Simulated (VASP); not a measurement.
Crystal: BN.

```xyz
2
Lattice="0.0000 3.5413 2.1946 1.2681 0.0000 2.1946 1.2681 3.5413 0.0000" Properties=species:S:1:pos:R:3 pbc="T T T"
N     1.2681    3.5413    2.9261
B     1.2681    3.5413    0.0002
```

This cell differs from its parent crystal: volume scaled by 1.04.

Base run:

| Property | Result |
| --- | --- |
| Program | VASP 6.6.1 |
| Functional | PBE |
| Potentials or basis | VASP PAW PBE potentials, release 64 (N, B) |
| Cutoff | 520 eV |
| k mesh | 13 × 13 × 13 |
| Occupations | fermi-dirac, width 0.05 eV |
| Spin | no spin polarisation |

Its results: band gap on the k mesh 3.87 eV, indirect (least direct gap 4.56 eV); pressure -5.3 GPa; largest force 0.008 eV/Å.

The run is repeated on the same cell with these changes: functional from PBE to LDA; potentials or basis from VASP PAW PBE potentials, release 64 (N, B) to VASP PAW LDA potentials, release 64 (N, B). What comes out?

Band gap on the k mesh 3.67 eV, indirect (least direct gap 4.41 eV); pressure -12.0 GPa; largest force 0.009 eV/Å.

A k mesh can miss the band edges.
